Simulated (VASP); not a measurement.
# CdS (I4/mmm) in VASP: further runs

The runs below take CdS through single point, with PBE, HSE06.

Program: VASP 6.6.1. These are calculated values, not measurements. Logs are shortened: lines on timing, memory, paths and dates and some standing lists are left out, and cuts for length are marked.

### 1 The cell of the first run

The structure is tetragonal, space group I4/mmm (No. 139). The conventional cell has a = 3.856 Å, b = 3.856 Å, c = 5.437 Å, α = 90.00°, β = 90.00°, γ = 90.00°. Within 3.6 Å of Cd (site symmetry 4/mmm) lie 6 S at 2.72 to 2.73 Å. Within 3.6 Å of S (site symmetry 4/mmm) lie 6 Cd at 2.72 to 2.73 Å.

### 2 Single point, PBE (uniaxial z strain -0.3%)

INCAR reads:

```
SYSTEM = CdS
  ALGO = Normal
  EDIFF = 1E-6
  ENCUT = 630
  GGA = PE
  GGA_COMPAT = .False.
  ISIF = 2
  ISMEAR = -1
  LASPH = .True.
  LCHARG = .False.
  LREAL = .False.
  LWAVE = .False.
  NBANDS = 20
  NELM = 120
  PREC = Accurate
  SIGMA = 0.02
```

KPOINTS reads:

```
k-points
0
Gamma
  8 8 8
  0 0 0
```

POSCAR reads:

```
CdS
1.0
    0.0000000000      2.7267765431      2.7183235359
    2.7267765431      0.0000000000      2.7183235359
    2.7267765431      2.7267765431      0.0000000000
Cd S
1 1
Direct
    0.0000000000      0.0000000000      0.0000000000
    0.5000000000      0.5000000000      0.5000000000
```

Potentials or basis: VASP PAW PBE potentials, release 64 (Cd_sv_GW, S).

Launch:

```sh
$ cat potpaw_PBE.64/Cd_sv_GW/POTCAR potpaw_PBE.64/S/POTCAR > POTCAR
$ mpirun -np 1 vasp_std > vasp.out
```

OUTCAR:

```text
SYSTEM = CdS
   EDIFF = 1E-6
   ENCUT = 630
   GGA = PE
   ISIF = 2
   ISMEAR = -1
   LASPH = .True.
   LREAL = .False.
   NELM = 120
   PREC = Accurate

 ion  position               nearest neighbor table
   1  0.000  0.000  0.000-   2 2.72   2 2.72   2 2.73   2 2.73   2 2.73   2 2.73
   2  0.500  0.500  0.500-   1 2.72   1 2.72   1 2.73   1 2.73   1 2.73   1 2.73

  LATTYP: Found a body centered tetragonal cell.
 ALAT       =     3.8562443688
 C/A-ratio  =     1.4098295004

  Lattice vectors:

 A1 = (   0.0000000000,  -2.7267765431,  -2.7183235359)
 A2 = (   0.0000000000,   2.7267765431,  -2.7183235359)
 A3 = (   2.7267765431,   0.0000000000,   2.7183235359)

Analysis of symmetry for initial positions (statically):
=====================================================================
 Subroutine PRICEL returns:
 Original cell was already a primitive cell.

 Routine SETGRP: Setting up the symmetry group for a
 body centered tetragonal supercell.

 Subroutine GETGRP returns: Found 16 space group operations
 (whereof 16 operations were pure point group operations)
 out of a pool of 16 trial point group operations.

The static configuration has the point symmetry D_4h.

Analysis of symmetry for dynamics (positions and initial velocities):
=====================================================================
 Subroutine PRICEL returns:
 Original cell was already a primitive cell.

 Routine SETGRP: Setting up the symmetry group for a
 body centered tetragonal supercell.

 Subroutine GETGRP returns: Found 16 space group operations
 (whereof 16 operations were pure point group operations)
 out of a pool of 16 trial point group operations.

The dynamic configuration has the point symmetry D_4h.

 Subroutine INISYM returns: Found 16 space group operations
 (whereof 16 operations are pure point group operations),
 and found     1 'primitive' translations

----------------------------------------------------------------------------------------

                                     Primitive cell

  volume of cell :      40.4232

  direct lattice vectors                    reciprocal lattice vectors
     0.000000000  2.726776543  2.718323536    -0.183366694  0.183366694  0.183936898
     2.726776543  0.000000000  2.718323536     0.183366694 -0.183366694  0.183936898
     2.726776543  2.726776543  0.000000000     0.183366694  0.183366694 -0.183936898

  length of vectors
     3.850271830  3.850271830  3.856244369     0.317929979  0.317929979  0.317929979

  position of ions in fractional coordinates (direct lattice)
     0.000000000  0.000000000  0.000000000
     0.500000000  0.500000000  0.500000000

  ion indices of the primitive-cell ions
   primitive index   ion index
                 1           1
                 2           2

----------------------------------------------------------------------------------------

 KPOINTS: k-points

Automatic generation of k-mesh.
 Grid dimensions read from file:
 generate k-points for:    8    8    8

 Generating k-lattice:

  Cartesian coordinates                     Fractional coordinates (reciprocal lattice)
    -0.022920837  0.022920837  0.022992112     0.125000000  0.000000000  0.000000000
     0.022920837 -0.022920837  0.022992112     0.000000000  0.125000000  0.000000000
     0.022920837  0.022920837 -0.022992112     0.000000000  0.000000000  0.125000000

  Length of vectors
     0.039741247  0.039741247  0.039741247

  Shift w.r.t. Gamma in fractional coordinates (k-lattice)
     0.000000000  0.000000000  0.000000000

 Subroutine IBZKPT returns following result:
 ===========================================

 Found     59 irreducible k-points:

 Following reciprocal coordinates:
            Coordinates               Weight
  0.000000  0.000000  0.000000      1.000000
  0.125000  0.000000  0.000000      8.000000
  0.250000  0.000000  0.000000      8.000000
  0.375000  0.000000  0.000000      8.000000
  0.500000  0.000000  0.000000      4.000000
  0.125000  0.125000  0.000000      2.000000
[... 16 lines left out ...]
  0.250000  0.000000  0.125000     16.000000
  0.375000 -0.000000  0.125000     16.000000
 [... further k-points ...]
   k-points           NKPTS =     59   k-points in BZ     NKDIM =     59   number of bands    NBANDS=     20
   number of dos      NEDOS =    301   number of ions     NIONS =      2
   total plane-waves  NPLWV =  32768
   dimension x,y,z NGX =    32 NGY =   32 NGZ =   32
   dimension x,y,z NGXF=    64 NGYF=   64 NGZF=   64
   ions per type =               1   1
   NGX,Y,Z   is equivalent  to a cutoff of  13.82, 13.82, 13.80 a.u.
   NGXF,Y,Z  is equivalent  to a cutoff of  27.63, 27.63, 27.59 a.u.
 SYSTEM =  CdS
   PREC   = accura    normal or accurate (medium, high low for compatibility)
   ISTART =      0    job   : 0-new  1-cont  2-samecut
   ICHARG =      2    charge: 1-file 2-atom 10-const
   ISPIN  =      1    spin polarized calculation?
   LNONCOLLINEAR =      F non collinear calculations
   LSORBIT =      F    spin-orbit coupling
   LASPH  =      T    aspherical Exc in radial PAW
   ENCUT  =  630.0 eV  46.30 Ry    6.80 a.u.   7.88  7.88  7.89*2*pi/ulx,y,z
   NELM   =    120;   NELMIN=  2; NELMDL= -5     # of ELM steps
   EDIFF  = 0.1E-05   stopping-criterion for ELM
   LREAL  =      F    real-space projection
   EDIFFG = 0.1E-04   stopping-criterion for IOM
   NSW    =      0    number of steps for IOM
   IBRION =     -1    ionic relax: 0-MD 1-quasi-New 2-CG
   NFREE  =      0    steps in history (QN), initial steepest desc. (CG)
   ISIF   =      2    stress and relaxation
   ISYM   =      2    0-nonsym 1-usesym 2-fastsym
   POTIM  = 0.5000    time-step for ionic-motion
   TEBEG  =    0.0;   TEEND  =   0.0 temperature during run
   PSTRESS=    0.0 pullay stress
   NELECT =      26.0000    total number of electrons
   NUPDOWN=      -1.0000    fix difference up-down
   EMIN   =  10.00;   EMAX   =-10.00  energy-range for DOS
   EFERMI =   0.00;   METHOD = LEGACY
   ISMEAR =    -1;   SIGMA  =   0.02  broadening in eV -4-tet -1-fermi 0-gaus
   EFERMI_NEDOS =   21; number of points for ismear=-14 and -15
   IALGO  =     38    algorithm
   IMIX   =      4    mixing-type and parameters
     AMIX     =   0.40;   BMIX     =  1.00
     AMIX_MAG =   1.60;   BMIX_MAG =  1.00
  volume/ion in A,a.u.               =      20.21       136.39
  Fermi-wavevector in a.u.,A,eV,Ry     =   1.413153  2.670472 27.170856  1.997002
  Thomas-Fermi vector in A             =   2.534828
   LORBIT       =      0    0 simple, 1 ext, 2 COOP (PROOUT), +10 PAW based schemes
   GGA     = PE    functional components
   LHFCALC =     F    Hartree Fock is set to
   AEXX    =    0.0000 exact exchange contribution
   IVDW    =     0    specifies the selected vdW correction
   LEPSILON=     F    determine dielectric tensor
   LRPA    =     F    only Hartree local field effects (RPA)
 non-spin polarized calculation
  energy-cutoff  :      630.00
  volume of cell :       40.42
 maximum number of plane-waves:      1468
   NGX = 15   NGY = 15   NGZ = 15

 number of electron      26.0000011 magnetization

 Free energy of the ion-electron system (eV)
  ---------------------------------------------------
  ext. energy  EPLUGINS =         0.00000000
  ---------------------------------------------------
  free energy    TOTEN  =        -5.94550003 eV

  energy without entropy =       -5.94548638  energy(sigma->0) =       -5.94549320

 E-fermi :   5.0763     XC(G=0): -10.6004

 val. band max:        4.9391276918   @ k =   0.5000   0.0000   0.0000
 cond. band min:       5.1790748459   @ k =   0.5000   0.5000   0.0000
 fundamental gap:      0.2399471541
 Fermi energy:         5.0763029559

 k-point     1 :       0.0000    0.0000    0.0000
  band No.  band energies     occupation
      1     -96.6949      2.00000
      2     -57.7603      2.00000
      3     -57.7603      2.00000
      4     -57.7598      2.00000
      5      -7.9517      2.00000
      6      -2.7108      2.00000
[... 12 lines left out ...]
     19      16.4341      0.00000
     20      16.4620      0.00000

 k-point     2 :       0.1250    0.0000    0.0000
  band No.  band energies     occupation
      1     -96.6949      2.00000
      2     -57.7604      2.00000
      3     -57.7603      2.00000
      4     -57.7598      2.00000
      5      -7.8148      2.00000
      6      -2.7596      2.00000
[... 12 lines left out ...]
     19      15.2635      0.00000
     20      16.0698      0.00000

 k-point     3 :       0.2500    0.0000    0.0000
  band No.  band energies     occupation
      1     -96.6949      2.00000
      2     -57.7610      2.00000
      3     -57.7604      2.00000
      4     -57.7600      2.00000
      5      -7.4472      2.00000
      6      -2.8752      2.00000
[... 12 lines left out ...]
     19      15.7676      0.00000
     20      15.8470      0.00000

 k-point     4 :       0.3750    0.0000    0.0000
  band No.  band energies     occupation
      1     -96.6949      2.00000
      2     -57.7615      2.00000
      3     -57.7605      2.00000
      4     -57.7601      2.00000
      5      -7.0040      2.00000
      6      -2.9853      2.00000
[... 12 lines left out ...]
     19      16.9587      0.00000
     20      16.9723      0.00000

 k-point     5 :       0.5000    0.0000    0.0000
  band No.  band energies     occupation
      1     -96.6949      2.00000
      2     -57.7618      2.00000
      3     -57.7605      2.00000
      4     -57.7602      2.00000
      5      -6.7863      2.00000
      6      -3.0297      2.00000
[... 12 lines left out ...]
     19      17.7884      0.00000
     20      17.8121      0.00000
[... 353 lines left out ...]
      6      -2.8717      2.00000
[... 12 lines left out ...]
     19      19.4128      0.00000
     20      19.6048      0.00000

 k-point    22 :       0.1250    0.0000    0.1250
  band No.  band energies     occupation
      1     -96.6949      2.00000
      2     -57.7604      2.00000
      3     -57.7604      2.00000
      4     -57.7599      2.00000
      5      -7.7769      2.00000
      6      -2.8107      2.00000
[... 12 lines left out ...]
     19      17.4037      0.00000
     20      17.6294      0.00000

 k-point    23 :       0.2500    0.0000    0.1250
  band No.  band energies     occupation
      1     -96.6949      2.00000
      2     -57.7609      2.00000
      3     -57.7604      2.00000
      4     -57.7600      2.00000
      5      -7.5070      2.00000
      6      -2.8942      2.00000
[... 12 lines left out ...]
     19      16.9226      0.00000
     20      17.3959      0.00000

 k-point    24 :       0.3750   -0.0000    0.1250
  band No.  band energies     occupation
      1     -96.6949      2.00000
      2     -57.7614      2.00000
      3     -57.7605      2.00000
      4     -57.7601      2.00000
      5      -7.1153      2.00000
      6      -2.9450      2.00000
[... 12 lines left out ...]
     19      17.5717      0.00000
     20      17.6466      0.00000

 [... further k-points ...]

------------------------ aborting loop because EDIFF is reached ----------------------------------------

  FORCE on cell =-STRESS in cart. coord.  units (eV):
  Direction    XX          YY          ZZ          XY          YZ          ZX
  --------------------------------------------------------------------------------------
  -------------------------------------------------------------------------------------
  Total        0.4337066      0.4337066      0.4986757      0.0000000      0.0000000     -0.0000000
  in kB       17.1900190     17.1900190     19.7650801      0.0000000      0.0000000     -0.0000000
  external PRESSURE =      18.0483727 kB  Pullay stress =       0.0000000 kB

 VOLUME and BASIS-vectors are now :
 -----------------------------------------------------------------------------
  energy-cutoff  :      630.00
  volume of cell :       40.42
      direct lattice vectors                 reciprocal lattice vectors
     0.000000000  2.726776543  2.718323536    -0.183366694  0.183366694  0.183936898
     2.726776543  0.000000000  2.718323536     0.183366694 -0.183366694  0.183936898
     2.726776543  2.726776543  0.000000000     0.183366694  0.183366694 -0.183936898

 POSITION                                       TOTAL-FORCE (eV/Angst)
 -----------------------------------------------------------------------------------
      0.00000      0.00000      0.00000         0.000000      0.000000      0.000000
      2.72678      2.72678      2.71832         0.000000      0.000000      0.000000
 -----------------------------------------------------------------------------------
    total drift:                                0.000000     -0.000000     -0.000000

  FREE ENERGIE OF THE ION-ELECTRON SYSTEM (eV)
  ---------------------------------------------------
  free  energy   TOTEN  =        -5.9455000276 eV

  energy  without entropy=       -5.9454863778  energy(sigma->0) =       -5.94549320
```

It took 20 s on 1 thread of Intel Xeon 6975P-C (Granite Rapids), shared host; peak memory 0.2 GiB.

What came out:

```yaml
Free_energy: -5.9455 eV
Pressure: 1.8 GPa
Band_gap_on_the_k_mesh: 0.24 eV (least direct gap 1.76 eV)
```

Levels at points of the mesh, in eV from the valence-band top:
```tsv
k point	band 10	band 11	band 12	band 13	band 14	band 15	band 16	band 17
(0.00, 0.00, 0.00)	-7.65	-0.81	-0.79	-0.79	0.97	9.22	9.22	9.24
(0.50, 0.00, 0.00)	-7.43	-4.91	-0.02	0.00	3.48	5.87	5.90	6.93
(0.50, 0.50, 0.00)	-6.65	-4.32	-2.21	-2.21	0.24	6.01	9.92	11.33
(0.50, 0.00, 0.50)	-6.66	-4.32	-2.21	-2.18	0.25	6.02	9.89	11.31
```

Caveat: the cell differs from its parent crystal (uniaxial z strain -0.3%); the structure was generated, so it needn't be the stable form of CdS; semilocal functionals underestimate gaps, and a narrow one can read as zero. A k mesh can miss the band edges.

### 3 Single point, HSE06 (uniaxial x strain +3.4%)

POSCAR reads:

```
CdS
1.0
    0.0000000000      2.7267765431      2.7267765431
    2.8181235573      0.0000000000      2.7267765431
    2.8181235573      2.7267765431      0.0000000000
Cd S
1 1
Direct
    0.0000000000      0.0000000000      0.0000000000
    0.5000000000      0.5000000000      0.5000000000
```

INCAR.step1 reads:

```
SYSTEM = CdS
PREC = Accurate
ENCUT = 520
EDIFF = 1E-5
ISMEAR = -1
SIGMA = 0.02
LREAL = .False.
LASPH = .True.
NELM = 80
ALGO = Normal
ISIF = 2
LWAVE = .True.
LCHARG = .False.
NBANDS = 16
GGA = PE
```

INCAR.step2 reads:

```
SYSTEM = CdS
PREC = Accurate
ENCUT = 520
EDIFF = 1E-7
ISMEAR = -1
SIGMA = 0.02
LREAL = .False.
LASPH = .True.
NELM = 80
ALGO = Normal
ISIF = 2
LWAVE = .False.
LCHARG = .False.
GGA = PE
LHFCALC = .True.
HFSCREEN = 0.2079
PRECFOCK = Normal
NBANDS = 16
ISTART = 1
```

KPOINTS reads:

```
Automatic mesh
0
Gamma
  6 6 6
  0 0 0
```

Potentials or basis: VASP PAW PBE potentials, release 64 (Cd, S).

Launch:

```sh
$ cat potpaw_PBE.64/Cd/POTCAR potpaw_PBE.64/S/POTCAR > POTCAR
$ cp INCAR.step1 INCAR
$ mpirun -np 1 vasp_std > vasp.out
$ cp INCAR.step2 INCAR
$ mpirun -np 1 vasp_std > vasp.out
```

OUTCAR:

```text
SYSTEM = CdS
   PREC = Accurate
   ENCUT = 520
   EDIFF = 1E-7
   ISMEAR = -1
   LREAL = .False.
   LASPH = .True.
   NELM = 80
   ISIF = 2
   GGA = PE
   LHFCALC = .True.
   HFSCREEN = 0.2079
   PRECFOCK = Normal
   ISTART = 1

 ion  position               nearest neighbor table
   1  0.000  0.000  0.000-   2 2.73   2 2.73   2 2.73   2 2.73   2 2.82   2 2.82
   2  0.500  0.500  0.500-   1 2.73   1 2.73   1 2.73   1 2.73   1 2.82   1 2.82

  LATTYP: Found a body centered tetragonal cell.
 ALAT       =     3.8562443688
 C/A-ratio  =     1.4615897167

  Lattice vectors:

 A1 = (   2.8181235573,   0.0000000000,   2.7267765431)
 A2 = (   2.8181235573,   0.0000000000,  -2.7267765431)
 A3 = (  -2.8181235573,   2.7267765431,   0.0000000000)

Analysis of symmetry for initial positions (statically):
=====================================================================
 Subroutine PRICEL returns:
 Original cell was already a primitive cell.

 Routine SETGRP: Setting up the symmetry group for a
 body centered tetragonal supercell.

[... 170 lines left out ...]
  free energy    TOTEN  =        -7.33710815 eV

  energy without entropy =       -7.33710815  energy(sigma->0) =       -7.33710815

 E-fermi :   2.6174     XC(G=0):  -8.4976

 val. band max:        2.1434256326   @ k =   0.5000   0.0000   0.0000
 cond. band min:       3.2258965592   @ k =   0.5000   0.5000   0.0000
 fundamental gap:      1.0824709266
 Fermi energy:         2.6174172024

 k-point     1 :       0.0000    0.0000    0.0000
  band No.  band energies     occupation
      1     -11.8276      2.00000
      2      -6.7443      2.00000
      3      -6.7433      2.00000
      4      -6.7391      2.00000
      5      -6.7067      2.00000
      6      -6.7067      2.00000
[... 433 lines left out ...]
      3      -6.7296      2.00000
      4      -6.6996      2.00000
      5      -6.4975      2.00000
      6      -6.1844      2.00000
[... 8 lines left out ...]
     15      16.1490      0.00000
     16      18.4580      0.00000

 [... further k-points ...]

------------------------ aborting loop because EDIFF is reached ----------------------------------------

  FORCE on cell =-STRESS in cart. coord.  units (eV):
  Direction    XX          YY          ZZ          XY          YZ          ZX
  --------------------------------------------------------------------------------------
  -------------------------------------------------------------------------------------
  Total       -0.8595136     -0.3357142     -0.3357142      0.0000000      0.0000000      0.0000000
  in kB      -32.8605036    -12.8348615    -12.8348615      0.0000000      0.0000000      0.0000000
  external PRESSURE =     -19.5100756 kB  Pullay stress =       0.0000000 kB

 VOLUME and BASIS-vectors are now :
 -----------------------------------------------------------------------------
  energy-cutoff  :      520.00
  volume of cell :       41.91
      direct lattice vectors                 reciprocal lattice vectors
     0.000000000  2.726776543  2.726776543    -0.177423023  0.183366694  0.183366694
     2.818123557  0.000000000  2.726776543     0.177423023 -0.183366694  0.183366694
     2.818123557  2.726776543  0.000000000     0.177423023  0.183366694 -0.183366694

 POSITION                                       TOTAL-FORCE (eV/Angst)
 -----------------------------------------------------------------------------------
      0.00000      0.00000      0.00000         0.000000      0.000000     -0.000000
      2.81812      2.72678      2.72678        -0.000000     -0.000000      0.000000
 -----------------------------------------------------------------------------------
    total drift:                                0.000155      0.000085     -0.000116

  FREE ENERGIE OF THE ION-ELECTRON SYSTEM (eV)
  ---------------------------------------------------
  free  energy   TOTEN  =        -7.3371081489 eV

  energy  without entropy=       -7.3371081489  energy(sigma->0) =       -7.33710815
```

Run time: 2 h. Hardware: 1 thread of Oxide Virtual Turin-like, shared host; peak memory 0.27 GiB.

Results:

```
Free energy            : -7.3371 eV
Pressure               : -2.0 GPa
Band gap on the k mesh : 1.08 eV (least direct gap 2.41 eV)
```

Levels at points of the mesh, in eV from the valence-band top:
```tsv
k point	band 6	band 7	band 8	band 9	band 10	band 11	band 12	band 13
(0.00, 0.00, 0.00)	-8.85	-0.84	-0.84	-0.67	1.74	10.15	10.33	10.33
(0.50, 0.00, 0.00)	-8.67	-5.21	-0.18	0.00	4.36	6.79	7.11	8.11
(0.50, 0.50, 0.00)	-7.85	-4.50	-2.45	-2.14	1.08	6.82	11.15	12.08
(0.00, 0.50, 0.50)	-7.95	-4.49	-2.19	-2.19	1.24	7.00	10.83	12.70
```

Caveat: the cell differs from its parent crystal (uniaxial x strain +3.4%); the structure was generated, so it needn't be the stable form of CdS; the PAW data sets were made with another functional, which shifts forces and pressure a little. A k mesh can miss the band edges.
